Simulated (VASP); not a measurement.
# LiF (Pm-3m) in VASP: notebook

The runs below take LiF through single point, with PBEsol.

Everything below comes from runs of VASP 6.6.1. Logs are shortened: lines on timing, memory, paths and dates and some standing lists are left out, and cuts for length are marked.

## Step 1: The cell of the first run

Symmetry: Pm-3m, No. 221, cubic system. The conventional cell has a = 2.585 Å, b = 2.585 Å, c = 2.585 Å, α = 90.00°, β = 90.00°, γ = 90.00°. Li (site symmetry m-3m) has 8 F at 2.24 Å and 6 Li at 2.58 Å within 3.0 Å. Within 3.0 Å of F (site symmetry m-3m) lie 8 Li at 2.24 Å and 6 F at 2.58 Å.

## Step 2: Single point, PBEsol

Contents of INCAR:

```
  PREC = Accurate
  ENCUT = 520
  EDIFF = 1E-6
  ISMEAR = 0
  SIGMA = 0.01
  LREAL = F
  LASPH = T
  NELM = 100
  ALGO = Normal
  ISIF = 2
  LWAVE = F
  LCHARG = F
  GGA = PS
  NBANDS = 12
```

Contents of KPOINTS:

```
Automatic mesh
0
Gamma
  7 7 7
```

Contents of POSCAR:

```
LiF
1.0
    2.5848765591      0.0000000000      0.0000000000
    0.0000000000      2.5848765591      0.0000000000
    0.0000000000      0.0000000000      2.5848765591
Li F
1 1
Direct
    0.0000000000      0.0000000000      0.0000000000
    0.5000000000      0.5000000000      0.5000000000
```

Potentials or basis: VASP PAW PBE potentials, release 64 (Li_sv, F).

Started as:

```
$ cat potpaw_PBE.64/Li_sv/POTCAR potpaw_PBE.64/F/POTCAR > POTCAR
$ mpirun -np 1 vasp_std > vasp.out
```

OUTCAR:

```text
PREC = Accurate
   ENCUT = 520
   EDIFF = 1E-6
   ISMEAR = 0
   LREAL = F
   LASPH = T
   NELM = 100
   ISIF = 2
   GGA = PS

 ion  position               nearest neighbor table
   1  0.000  0.000  0.000-   2 2.24   2 2.24   2 2.24   2 2.24   2 2.24   2 2.24   2 2.24   2 2.24

   2  0.500  0.500  0.500-   1 2.24   1 2.24   1 2.24   1 2.24   1 2.24   1 2.24   1 2.24   1 2.24

  LATTYP: Found a simple cubic cell.
 ALAT       =     2.5848765591

  Lattice vectors:

 A1 = (   2.5848765591,   0.0000000000,   0.0000000000)
 A2 = (   0.0000000000,   2.5848765591,   0.0000000000)
 A3 = (   0.0000000000,   0.0000000000,   2.5848765591)

Analysis of symmetry for initial positions (statically):
=====================================================================
 Subroutine PRICEL returns:
 Original cell was already a primitive cell.

 Routine SETGRP: Setting up the symmetry group for a
 simple cubic supercell.

 Subroutine GETGRP returns: Found 48 space group operations
 (whereof 48 operations were pure point group operations)
 out of a pool of 48 trial point group operations.

The static configuration has the point symmetry O_h .

Analysis of symmetry for dynamics (positions and initial velocities):
=====================================================================
 Subroutine PRICEL returns:
 Original cell was already a primitive cell.

 Routine SETGRP: Setting up the symmetry group for a
 simple cubic supercell.

 Subroutine GETGRP returns: Found 48 space group operations
 (whereof 48 operations were pure point group operations)
 out of a pool of 48 trial point group operations.

The dynamic configuration has the point symmetry O_h .

 Subroutine INISYM returns: Found 48 space group operations
 (whereof 48 operations are pure point group operations),
 and found     1 'primitive' translations

----------------------------------------------------------------------------------------

                                     Primitive cell

  volume of cell :      17.2711

  direct lattice vectors                    reciprocal lattice vectors
     2.584876559  0.000000000  0.000000000     0.386865669  0.000000000  0.000000000
     0.000000000  2.584876559  0.000000000     0.000000000  0.386865669  0.000000000
     0.000000000  0.000000000  2.584876559     0.000000000  0.000000000  0.386865669

  length of vectors
     2.584876559  2.584876559  2.584876559     0.386865669  0.386865669  0.386865669

  position of ions in fractional coordinates (direct lattice)
     0.000000000  0.000000000  0.000000000
     0.500000000  0.500000000  0.500000000

  ion indices of the primitive-cell ions
   primitive index   ion index
                 1           1
                 2           2

----------------------------------------------------------------------------------------

 KPOINTS: Automatic mesh

Automatic generation of k-mesh.
 Grid dimensions read from file:
 generate k-points for:    7    7    7

 Generating k-lattice:

  Cartesian coordinates                     Fractional coordinates (reciprocal lattice)
     0.055266524  0.000000000  0.000000000     0.142857143  0.000000000  0.000000000
     0.000000000  0.055266524  0.000000000     0.000000000  0.142857143  0.000000000
     0.000000000  0.000000000  0.055266524     0.000000000  0.000000000  0.142857143

  Length of vectors
     0.055266524  0.055266524  0.055266524

  Shift w.r.t. Gamma in fractional coordinates (k-lattice)
     0.000000000  0.000000000  0.000000000

 Subroutine IBZKPT returns following result:
 ===========================================

 Found     20 irreducible k-points:

 Following reciprocal coordinates:
            Coordinates               Weight
  0.000000  0.000000  0.000000      1.000000
  0.142857  0.000000  0.000000      6.000000
  0.285714  0.000000  0.000000      6.000000
  0.428571  0.000000  0.000000      6.000000
  0.142857  0.142857  0.000000     12.000000
  0.285714  0.142857  0.000000     24.000000
[... 12 lines left out ...]
  0.428571  0.428571  0.285714     24.000000
  0.428571  0.428571  0.428571      8.000000
   k-points           NKPTS =     20   k-points in BZ     NKDIM =     20   number of bands    NBANDS=     12
   number of dos      NEDOS =    301   number of ions     NIONS =      2
   total plane-waves  NPLWV =   8000
   dimension x,y,z NGX =    20 NGY =   20 NGZ =   20
   dimension x,y,z NGXF=    40 NGYF=   40 NGZF=   40
   ions per type =               1   1
   NGX,Y,Z   is equivalent  to a cutoff of  12.86, 12.86, 12.86 a.u.
   NGXF,Y,Z  is equivalent  to a cutoff of  25.73, 25.73, 25.73 a.u.
 SYSTEM =  unknown system
   PREC   = accura    normal or accurate (medium, high low for compatibility)
   ISTART =      0    job   : 0-new  1-cont  2-samecut
   ICHARG =      2    charge: 1-file 2-atom 10-const
   ISPIN  =      1    spin polarized calculation?
   LNONCOLLINEAR =      F non collinear calculations
   LSORBIT =      F    spin-orbit coupling
   LASPH  =      T    aspherical Exc in radial PAW
   ENCUT  =  520.0 eV  38.22 Ry    6.18 a.u.   4.81  4.81  4.81*2*pi/ulx,y,z
   NELM   =    100;   NELMIN=  2; NELMDL= -5     # of ELM steps
   EDIFF  = 0.1E-05   stopping-criterion for ELM
   LREAL  =      F    real-space projection
   EDIFFG = 0.1E-04   stopping-criterion for IOM
   NSW    =      0    number of steps for IOM
   IBRION =     -1    ionic relax: 0-MD 1-quasi-New 2-CG
   NFREE  =      0    steps in history (QN), initial steepest desc. (CG)
   ISIF   =      2    stress and relaxation
   ISYM   =      2    0-nonsym 1-usesym 2-fastsym
   POTIM  = 0.5000    time-step for ionic-motion
   TEBEG  =    0.0;   TEEND  =   0.0 temperature during run
   PSTRESS=    0.0 pullay stress
   NELECT =      10.0000    total number of electrons
   NUPDOWN=      -1.0000    fix difference up-down
   EMIN   =  10.00;   EMAX   =-10.00  energy-range for DOS
   EFERMI =   0.00;   METHOD = LEGACY
   ISMEAR =     0;   SIGMA  =   0.01  broadening in eV -4-tet -1-fermi 0-gaus
   EFERMI_NEDOS =   21; number of points for ismear=-14 and -15
   IALGO  =     38    algorithm
   IMIX   =      4    mixing-type and parameters
     AMIX     =   0.40;   BMIX     =  1.00
     AMIX_MAG =   1.60;   BMIX_MAG =  1.00
  volume/ion in A,a.u.               =       8.64        58.28
  Fermi-wavevector in a.u.,A,eV,Ry     =   1.364484  2.578500 25.331542  1.861816
  Thomas-Fermi vector in A             =   2.490796
   LORBIT       =      0    0 simple, 1 ext, 2 COOP (PROOUT), +10 PAW based schemes
   GGA     = PS    functional components
   LHFCALC =     F    Hartree Fock is set to
   AEXX    =    0.0000 exact exchange contribution
   IVDW    =     0    specifies the selected vdW correction
   LEPSILON=     F    determine dielectric tensor
   LRPA    =     F    only Hartree local field effects (RPA)
 non-spin polarized calculation
 Gauss-broadening in eV      SIGMA  =   0.01
  energy-cutoff  :      520.00
  volume of cell :       17.27
 maximum number of plane-waves:       474
 NGX is ok and might be reduce to    20
   NGX =  9   NGY =  9   NGZ =  9

 number of electron      10.0000000 magnetization

 Free energy of the ion-electron system (eV)
  ---------------------------------------------------
  ext. energy  EPLUGINS =         0.00000000
  ---------------------------------------------------
  free energy    TOTEN  =        -9.26741036 eV

  energy without entropy =       -9.26741036  energy(sigma->0) =       -9.26741036

 E-fermi :  -0.0305     XC(G=0):  -9.9888

 val. band max:       -0.2422327709   @ k =   0.4286   0.4286   0.0000
 cond. band min:       6.9342254884   @ k =   0.0000   0.0000   0.0000
 fundamental gap:      7.1764582592
 Fermi energy:        -0.0305094784

 k-point     1 :       0.0000    0.0000    0.0000
  band No.  band energies     occupation
      1     -42.3696      2.00000
      2     -20.7856      2.00000
      3      -0.8606      2.00000
      4      -0.8606      2.00000
      5      -0.8606      2.00000
      6       6.9342      0.00000
      7      18.1847      0.00000
      8      18.1847      0.00000
      9      20.2836      0.00000
     10      20.2836      0.00000
     11      20.2836      0.00000
     12      37.4778      0.00000

 k-point     2 :       0.1429    0.0000    0.0000
  band No.  band energies     occupation
      1     -42.3612      2.00000
      2     -20.7068      2.00000
      3      -1.5265      2.00000
      4      -0.7917      2.00000
      5      -0.7917      2.00000
      6       7.3968      0.00000
      7      16.0614      0.00000
      8      18.6418      0.00000
      9      20.2071      0.00000
     10      20.2071      0.00000
     11      23.5373      0.00000
     12      34.6777      0.00000

 k-point     3 :       0.2857    0.0000    0.0000
  band No.  band energies     occupation
      1     -42.3423      2.00000
      2     -20.5221      2.00000
      3      -2.7962      2.00000
      4      -0.6330      2.00000
      5      -0.6330      2.00000
      6       8.1620      0.00000
      7      14.2492      0.00000
      8      19.9906      0.00000
      9      19.9906      0.00000
     10      20.0115      0.00000
     11      28.6419      0.00000
     12      29.6594      0.00000
[... 226 lines left out ...]
 k-point    19 :       0.4286    0.4286    0.2857
  band No.  band energies     occupation
      1     -42.2703      2.00000
      2     -19.6479      2.00000
      3      -2.7769      2.00000
      4      -2.7094      2.00000
      5      -1.6728      2.00000
      6      11.5219      0.00000
      7      11.7711      0.00000
      8      11.8363      0.00000
      9      21.7010      0.00000
     10      23.1586      0.00000
     11      24.2388      0.00000
     12      25.2042      0.00000

 k-point    20 :       0.4286    0.4286    0.4286
  band No.  band energies     occupation
      1     -42.2585      2.00000
      2     -19.5004      2.00000
      3      -2.4813      2.00000
      4      -2.3654      2.00000
      5      -2.3654      2.00000
      6      10.9694      0.00000
      7      11.0191      0.00000
      8      11.0191      0.00000
      9      22.9386      0.00000
     10      23.3527      0.00000
     11      23.3527      0.00000
     12      24.6466      0.00000

------------------------ aborting loop because EDIFF is reached ----------------------------------------

  FORCE on cell =-STRESS in cart. coord.  units (eV):
  Direction    XX          YY          ZZ          XY          YZ          ZX
  --------------------------------------------------------------------------------------
  -------------------------------------------------------------------------------------
  Total       -0.5339780     -0.5339780     -0.5339780      0.0000000      0.0000000     -0.0000000
  in kB      -49.5352673    -49.5352673    -49.5352673      0.0000000      0.0000000     -0.0000000
  external PRESSURE =     -49.5352673 kB  Pullay stress =       0.0000000 kB

 VOLUME and BASIS-vectors are now :
 -----------------------------------------------------------------------------
  energy-cutoff  :      520.00
  volume of cell :       17.27
      direct lattice vectors                 reciprocal lattice vectors
     2.584876559  0.000000000  0.000000000     0.386865669  0.000000000  0.000000000
     0.000000000  2.584876559  0.000000000     0.000000000  0.386865669  0.000000000
     0.000000000  0.000000000  2.584876559     0.000000000  0.000000000  0.386865669

 POSITION                                       TOTAL-FORCE (eV/Angst)
 -----------------------------------------------------------------------------------
      0.00000      0.00000      0.00000         0.000000      0.000000      0.000000
      1.29244      1.29244      1.29244         0.000000      0.000000      0.000000
 -----------------------------------------------------------------------------------
    total drift:                                0.000000      0.000000      0.000000

  FREE ENERGIE OF THE ION-ELECTRON SYSTEM (eV)
  ---------------------------------------------------
  free  energy   TOTEN  =        -9.2674103575 eV

  energy  without entropy=       -9.2674103575  energy(sigma->0) =       -9.26741036
```

It took 4.2 s on 1 thread of Intel Xeon 6975P-C, shared host; peak memory 0.12 GiB.

What came out:

```yaml
Free_energy: -9.2674 eV
Band_gap_on_the_k_mesh: 7.18 eV, indirect (least direct gap 7.79 eV)
```

Caveat: the cutoff is under 1.25 times the usual one of these potentials, so pressure, stress and relaxed cells hold a basis-set (Pulay) error; the PAW data sets were made with another functional, which shifts forces and pressure a little.

## Step 3: Single point, PBEsol

This run uses another cell than the first one, of 8.89 Å³/atom, 1.029 times its volume.

Contents of INCAR:

```
PREC     = Accurate       # precision mode
ENCUT    = 520            # plane-wave cutoff, eV
EDIFF    = 1E-7           # SCF threshold, eV
ISMEAR   = 0              # smearing method
SIGMA    = 0.01           # smearing width, eV
LREAL    = F              # projectors in reciprocal space
LASPH    = T              # aspherical terms in the spheres
NELM     = 100            # most SCF steps
ALGO     = Normal         # electronic algorithm
ISIF     = 2              # what is computed and relaxed
LWAVE    = F              # write WAVECAR
LCHARG   = T              # write CHGCAR
GGA      = PS             # functional
LELF     = T              # ELF
LVHAR    = T            
NBANDS   = 12             # bands
```

Contents of KPOINTS:

```
regular mesh
0
Gamma
  7 7 7
```

Contents of POSCAR:

```
LiF
1.0
    2.6097326662      0.0000000000      0.0000000000
    0.0000000000      2.6097326662      0.0000000000
    0.0000000000      0.0000000000      2.6097326662
Li F
1 1
Direct
    0.0000000000      0.0000000000      0.0000000000
    0.5000000000      0.5000000000      0.5000000000
```

Potentials or basis: VASP PAW PBE potentials, release 64 (Li_sv, F).

Started as:

```
$ cat potpaw_PBE.64/Li_sv/POTCAR potpaw_PBE.64/F/POTCAR > POTCAR
$ mpirun -np 1 vasp_std > vasp.out
```

It took 4.5 s on 1 thread of Intel Xeon 6975P-C, shared host; peak memory 0.12 GiB.

Results (log left out):

* Free energy: -9.2507 eV
* Band gap on the k mesh: 6.96 eV, indirect (least direct gap 7.55 eV)

Levels at points of the mesh, in eV from the valence-band top:
```csv
k point,band 3,band 4,band 5,band 6,band 7,band 8
"(0.00, 0.00, 0.00)",-0.59,-0.59,-0.59,6.96,18.25,18.25
```

Caveat: the cutoff is under 1.25 times the usual one of these potentials, so pressure, stress and relaxed cells hold a basis-set (Pulay) error; the PAW data sets were made with another functional, which shifts forces and pressure a little. Expect the measured gap to be larger: semilocal functionals such as PBEsol lack the derivative discontinuity.
